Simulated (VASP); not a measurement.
# Si6N in VASP: single point with PBEsol

Aim: the single point of Si6N with PBEsol.

Everything below comes from runs of VASP 6.6.1. Logs are shortened: lines on timing, memory, paths and dates and some standing lists are left out, and cuts for length are marked.

### Step 1. The cell of the first run

The cell holds a slab with vacuum, 7 atoms: a = 3.842 Å, b = 3.842 Å, c = 26.058 Å, α = 90.00°, β = 90.00°, γ = 120.00°.

### Step 2. Single point, PBEsol, collinear spin, ferromagnetic start

INCAR

```
SYSTEM = Si6N
ALGO = Normal
DIPOL = 0.5 0.5 0.483
EDIFF = 1E-6
ENCUT = 520
GGA = PS
GGA_COMPAT = .FALSE.
IDIPOL = 3
ISIF = 2
ISMEAR = 0
ISPIN = 2
LASPH = .TRUE.
LCHARG = .TRUE.
LDIPOL = .TRUE.
LELF = .TRUE.
LORBIT = 11
LREAL = .FALSE.
LVACPOTAV = .TRUE.
LVHAR = .TRUE.
LWAVE = .FALSE.
MAGMOM = 0 0 0 0 0 0 3
NBANDS = 28
NELM = 200
NELMDL = -8
PREC = Accurate
SIGMA = 0.05
```

KPOINTS

```
k-points
0
G
  9 9 1
  0 0 0
```

POSCAR

```
Si6N
1.0
    3.8417168278      0.0000000000      0.0000000000
   -1.9208584139      3.3270243670      0.0000000000
    0.0000000000      0.0000000000     26.0576844733
Si N
6 1
Direct
    0.3333333333      0.6666666666      0.3261993601
    0.0000000000      0.0000000000      0.3562936366
    0.0000000000      0.0000000000      0.4465764664
    0.6697410947      0.3348705473      0.4770727117
    0.4582396007      0.2291198003      0.5631844197
    0.1789051732      0.5894525866      0.5924330759
   -0.2681111366      0.3659444317      0.6211315761
```

Potentials or basis: VASP PAW PBE potentials, release 64 (Si, N).

Started as:

```console
$ cat potpaw_PBE.64/Si/POTCAR potpaw_PBE.64/N/POTCAR > POTCAR
$ mpirun -np 1 vasp_std > vasp.out
```

OUTCAR:

```text
SYSTEM = Si6N
   EDIFF = 1E-6
   ENCUT = 520
   GGA = PS
   ISIF = 2
   ISMEAR = 0
   ISPIN = 2
   LASPH = .TRUE.
   LORBIT = 11
   LREAL = .FALSE.
   NELM = 200
   NELMDL = -8
   PREC = Accurate

 ion  position               nearest neighbor table
   1  0.333  0.667  0.326-   2 2.35   2 2.35   2 2.35
   2  0.000  0.000  0.356-   1 2.35   1 2.35   1 2.35   3 2.35
   3  0.000  0.000  0.447-   4 2.35   4 2.35   2 2.35   4 2.37
   4  0.670  0.335  0.477-   3 2.35   3 2.35   5 2.35   3 2.37
   5  0.458  0.229  0.563-   7 1.76   6 2.27   6 2.27   4 2.35   6 2.52
   6  0.179  0.589  0.592-   7 1.66   5 2.27   5 2.27   5 2.52
   7  0.732  0.366  0.621-   6 1.66   5 1.76

  LATTYP: Found a hexagonal cell.
 ALAT       =     3.8417168278
 C/A-ratio  =     6.7828227955

  Lattice vectors:

 A1 = (   3.8417168278,   0.0000000000,   0.0000000000)
 A2 = (  -1.9208584139,   3.3270243670,   0.0000000000)
 A3 = (   0.0000000000,   0.0000000000,  26.0576844733)

Analysis of symmetry for initial positions (statically):
=====================================================================
 Subroutine PRICEL returns:
 Original cell was already a primitive cell.

 Routine SETGRP: Setting up the symmetry group for a
 hexagonal supercell.

 Subroutine GETGRP returns: Found  2 space group operations
 (whereof  2 operations were pure point group operations)
 out of a pool of 24 trial point group operations.

The static configuration has the point symmetry C_1h.

Analysis of symmetry for dynamics (positions and initial velocities):
=====================================================================
 Subroutine PRICEL returns:
 Original cell was already a primitive cell.

 Routine SETGRP: Setting up the symmetry group for a
 hexagonal supercell.

 Subroutine GETGRP returns: Found  2 space group operations
 (whereof  2 operations were pure point group operations)
 out of a pool of 24 trial point group operations.

The dynamic configuration has the point symmetry C_1h.

Analysis of structural, dynamic, and magnetic symmetry:
=====================================================================
 Subroutine PRICEL returns:
 Original cell was already a primitive cell.

 Routine SETGRP: Setting up the symmetry group for a
 hexagonal supercell.

 Subroutine GETGRP returns: Found  2 space group operations
 (whereof  2 operations were pure point group operations)
 out of a pool of 24 trial point group operations.

The overall configuration has the point symmetry C_1h.

 Subroutine INISYM returns: Found  2 space group operations
 (whereof  2 operations are pure point group operations),
 and found     1 'primitive' translations

----------------------------------------------------------------------------------------

                                     Primitive cell

  volume of cell :     333.0559

  direct lattice vectors                    reciprocal lattice vectors
     3.841716828  0.000000000  0.000000000     0.260300289  0.150284442  0.000000000
    -1.920858414  3.327024367  0.000000000     0.000000000  0.300568884  0.000000000
     0.000000000  0.000000000 26.057684473     0.000000000  0.000000000  0.038376395

  length of vectors
     3.841716828  3.841716828 26.057684473     0.300568884  0.300568884  0.038376395

  position of ions in fractional coordinates (direct lattice)
     0.333333333  0.666666667  0.326199360
     0.000000000  0.000000000  0.356293637
     0.000000000  0.000000000  0.446576466
     0.669741095  0.334870547  0.477072712
     0.458239601  0.229119800  0.563184420
     0.178905173  0.589452587  0.592433076
     0.731888863  0.365944432  0.621131576

  ion indices of the primitive-cell ions
   primitive index   ion index
                 1           1
                 2           2
                 3           3
                 4           4
                 5           5
                 6           6
                 7           7

----------------------------------------------------------------------------------------

 KPOINTS: k-points

Automatic generation of k-mesh.
 Grid dimensions read from file:
 generate k-points for:    9    9    1

 Generating k-lattice:

  Cartesian coordinates                     Fractional coordinates (reciprocal lattice)
     0.028922254  0.016698271  0.000000000     0.111111111 -0.000000000  0.000000000
     0.000000000  0.033396543  0.000000000     0.000000000  0.111111111  0.000000000
     0.000000000  0.000000000  0.038376395     0.000000000  0.000000000  1.000000000

  Length of vectors
     0.033396543  0.033396543  0.038376395

  Shift w.r.t. Gamma in fractional coordinates (k-lattice)
     0.000000000  0.000000000  0.000000000

 Subroutine IBZKPT returns following result:
 ===========================================

 Found     25 irreducible k-points:

 Following reciprocal coordinates:
            Coordinates               Weight
  0.000000  0.000000  0.000000      1.000000
  0.111111  0.000000  0.000000      2.000000
  0.000000  0.111111  0.000000      4.000000
  0.222222  0.000000  0.000000      2.000000
  0.000000  0.222222  0.000000      4.000000
  0.333333 -0.000000  0.000000      2.000000
[... 16 lines left out ...]
 -0.222222 -0.444444  0.000000      4.000000
  0.444444  0.333333  0.000000      4.000000
   k-points           NKPTS =     25   k-points in BZ     NKDIM =     25   number of bands    NBANDS=     28
   number of dos      NEDOS =    301   number of ions     NIONS =      7
   total plane-waves  NPLWV = 176400
   dimension x,y,z NGX =    30 NGY =   30 NGZ =  196
   dimension x,y,z NGXF=    60 NGYF=   60 NGZF=  392
   ions per type =               6   1
   NGX,Y,Z   is equivalent  to a cutoff of  12.98, 12.98, 12.50 a.u.
   NGXF,Y,Z  is equivalent  to a cutoff of  25.96, 25.96, 25.01 a.u.
 SYSTEM =  Si6N
   PREC   = accura    normal or accurate (medium, high low for compatibility)
   ISTART =      0    job   : 0-new  1-cont  2-samecut
   ICHARG =      2    charge: 1-file 2-atom 10-const
   ISPIN  =      2    spin polarized calculation?
   LNONCOLLINEAR =      F non collinear calculations
   LSORBIT =      F    spin-orbit coupling
   LASPH  =      T    aspherical Exc in radial PAW
   ENCUT  =  520.0 eV  38.22 Ry    6.18 a.u.   7.14  7.14 48.45*2*pi/ulx,y,z
   NELM   =    200;   NELMIN=  2; NELMDL= -8     # of ELM steps
   EDIFF  = 0.1E-05   stopping-criterion for ELM
   LREAL  =      F    real-space projection
[... 7 lines left out ...]
   TEBEG  =    0.0;   TEEND  =   0.0 temperature during run
   PSTRESS=    0.0 pullay stress
   NELECT =      29.0000    total number of electrons
   NUPDOWN=      -1.0000    fix difference up-down
   EMIN   =  10.00;   EMAX   =-10.00  energy-range for DOS
   EFERMI =   0.00;   METHOD = LEGACY
   ISMEAR =     0;   SIGMA  =   0.05  broadening in eV -4-tet -1-fermi 0-gaus
   EFERMI_NEDOS =   21; number of points for ismear=-14 and -15
   IALGO  =     38    algorithm
   IMIX   =      4    mixing-type and parameters
     AMIX     =   0.40;   BMIX     =  1.00
     AMIX_MAG =   1.60;   BMIX_MAG =  1.00
  volume/ion in A,a.u.               =      47.58       321.08
  Fermi-wavevector in a.u.,A,eV,Ry     =   0.725608  1.371199  7.163553  0.526506
  Thomas-Fermi vector in A             =   1.816372
   LORBIT       =     11    0 simple, 1 ext, 2 COOP (PROOUT), +10 PAW based schemes
   GGA     = PS    functional components
   LHFCALC =     F    Hartree Fock is set to
   AEXX    =    0.0000 exact exchange contribution
   IVDW    =     0    specifies the selected vdW correction
   LEPSILON=     F    determine dielectric tensor
   LRPA    =     F    only Hartree local field effects (RPA)
 spin polarized calculation
 Gauss-broadening in eV      SIGMA  =   0.05
  energy-cutoff  :      520.00
  volume of cell :      333.06
 maximum number of plane-waves:      9045
 NGX is ok and might be reduce to    30
   NGX = 15   NGY = 15   NGZ = 97

 dipolmoment           0.000000      0.000000     -0.409800 electrons x Angstroem

 number of electron      29.0000001 magnetization       0.9886163

 dipolmoment           0.000000      0.000000      0.082865 electrons x Angstroem

 Free energy of the ion-electron system (eV)
  ---------------------------------------------------
  ext. energy  EPLUGINS =         0.00000000
  ---------------------------------------------------
  free energy    TOTEN  =       -40.11057564 eV

  energy without entropy =      -40.10988581  energy(sigma->0) =      -40.11023072

 E-fermi :  -1.0602     XC(G=0):  -4.1321

 val. band max:       -1.0919538128   @ k =   0.2222   0.0000   0.0000
 cond. band min:      -1.0294675231   @ k =   0.2222   0.0000   0.0000
 fundamental gap:      0.0624862897
 Fermi energy:        -1.0601949104

 spin component 1

 k-point     1 :       0.0000    0.0000    0.0000
  band No.  band energies     occupation
      1     -17.3643      1.00000
      2     -12.8807      1.00000
      3     -11.7440      1.00000
      4      -9.9118      1.00000
      5      -6.8344      1.00000
      6      -5.9793      1.00000
[... 18 lines left out ...]
     25       3.2185      0.00000
     26       3.8253      0.00000

 k-point     2 :       0.1111    0.0000    0.0000
  band No.  band energies     occupation
      1     -17.2948      1.00000
      2     -12.7408      1.00000
      3     -11.6114      1.00000
      4      -9.9350      1.00000
      5      -7.1642      1.00000
      6      -6.1670      1.00000
[... 18 lines left out ...]
     25       3.4364      0.00000
[... 608 lines left out ...]
     25       5.2814      0.00000
     26       5.5425      0.00000

 k-point    24 :       0.4444    0.3333    0.0000
  band No.  band energies     occupation
      1     -16.7573      1.00000
      2     -10.6711      1.00000
      3     -10.1286      1.00000
      4      -9.4125      1.00000
      5      -8.6597      1.00000
      6      -7.8036      1.00000
[... 18 lines left out ...]
     25       5.0447      0.00000
     26       5.4524      0.00000

 [... further k-points ...]

 spin component 2

 k-point     1 :       0.0000    0.0000    0.0000
  band No.  band energies     occupation
      1     -17.3189      1.00000
      2     -12.7653      1.00000
      3     -11.5623      1.00000
      4      -9.8368      1.00000
      5      -6.6104      1.00000
      6      -5.9280      1.00000
[... 18 lines left out ...]
     25       3.3805      0.00000
     26       3.9505      0.00000

 k-point     2 :       0.1111    0.0000    0.0000
  band No.  band energies     occupation
      1     -17.2492      1.00000
      2     -12.6260      1.00000
      3     -11.4303      1.00000
      4      -9.8617      1.00000
      5      -7.0372      1.00000
      6      -5.9901      1.00000
[... 18 lines left out ...]
     25       3.7364      0.00000
[... 608 lines left out ...]
     25       5.4596      0.00000
     26       5.6990      0.00000

 k-point    24 :       0.4444    0.3333    0.0000
  band No.  band energies     occupation
      1     -16.7091      1.00000
      2     -10.5972      1.00000
      3     -10.0201      1.00000
      4      -9.3088      1.00000
      5      -8.4159      1.00000
      6      -7.6474      1.00000
[... 18 lines left out ...]
     25       5.2291      0.00000
     26       5.6061      0.00000

 [... further k-points ...]

 [bands above 26 left out]

------------------------ aborting loop because EDIFF is reached ----------------------------------------

  FORCE on cell =-STRESS in cart. coord.  units (eV):
  Direction    XX          YY          ZZ          XY          YZ          ZX
  --------------------------------------------------------------------------------------
  -------------------------------------------------------------------------------------
  Total        2.2101611      2.5797072      0.0523505     -0.3200362     -0.0221320     -0.0383334
  in kB       10.6320588     12.4097731      0.2518339     -1.5395457     -0.1064667     -0.1844041
  external PRESSURE =       7.7645552 kB  Pullay stress =       0.0000000 kB

 VOLUME and BASIS-vectors are now :
 -----------------------------------------------------------------------------
  energy-cutoff  :      520.00
  volume of cell :      333.06
      direct lattice vectors                 reciprocal lattice vectors
     3.841716828  0.000000000  0.000000000     0.260300289  0.150284442  0.000000000
    -1.920858414  3.327024367  0.000000000     0.000000000  0.300568884  0.000000000
     0.000000000  0.000000000 26.057684473     0.000000000  0.000000000  0.038376395

 POSITION                                       TOTAL-FORCE (eV/Angst)
 -----------------------------------------------------------------------------------
     -0.00000      2.21802      8.50000         0.003677      0.002123      0.446876
      0.00000      0.00000      9.28419        -0.016904     -0.009760     -0.558045
      0.00000      0.00000     11.63675         0.023908      0.013803      0.110622
      1.92972      1.11412     12.43141        -0.003468     -0.002002     -0.023177
      1.32032      0.76229     14.67528         0.004809      0.002777     -0.041046
     -0.44495      1.96112     15.43743         0.032019      0.018486     -0.013466
      2.10878      1.21751     16.18525        -0.044042     -0.025428      0.078236
 -----------------------------------------------------------------------------------
    total drift:                               -0.000071     -0.000041      0.000006

  FREE ENERGIE OF THE ION-ELECTRON SYSTEM (eV)
  ---------------------------------------------------
  free  energy   TOTEN  =       -40.1105756420 eV

  energy  without entropy=      -40.1098858076  energy(sigma->0) =      -40.11023072

 vacuum level on the upper side and lower side of the slab         4.797         3.623

 total charge

# of ion       s       p       d       tot
------------------------------------------
    1        0.792   0.852   0.000   1.645
    2        0.756   0.921   0.000   1.677
    3        0.765   0.911   0.000   1.676
    4        0.756   0.929   0.000   1.686
    5        0.763   0.949   0.000   1.712
    6        0.799   0.901   0.000   1.700
    7        1.287   2.427   0.000   3.715
--------------------------------------------------
tot          5.919   7.891   0.000  13.809

 magnetization (x)

# of ion       s       p       d       tot
------------------------------------------
    1        0.035   0.180   0.000   0.216
    2        0.002   0.015   0.000   0.017
    3        0.010   0.039   0.000   0.049
    4        0.005   0.015   0.000   0.020
    5        0.003   0.012   0.000   0.016
    6        0.002   0.006   0.000   0.008
    7        0.001   0.031   0.000   0.032
--------------------------------------------------
tot          0.059   0.298   0.000   0.357
```

It took 21 min on 1 thread of Oxide Virtual Turin-like, shared host; peak memory 0.73 GiB.

Results:

```
Free energy                                           : -40.1106 eV
Largest force                                         : 0.558 eV/Å
Band gap on the k mesh                                : 0.06 eV
Net moment                                            : 0.99 μB per cell
Site moments                                          : Si +0.22, +0.02, +0.05, +0.01 (each value once); N +0.03 μB
Valence electrons inside the program's atomic spheres : Si 1.65, 1.68, 1.69, 1.71, 1.70 (each value once); N 3.71
```

Forces on the atoms (eV/Å):
```
Si   0.004  0.002  0.447
Si  -0.017 -0.010 -0.558
Si   0.024  0.014  0.111
Si  -0.003 -0.002 -0.023
Si   0.005  0.003 -0.041
Si   0.032  0.018 -0.013
N   -0.044 -0.025  0.078
```

Caveat: the PAW data sets were made with another functional, which shifts forces and pressure a little.
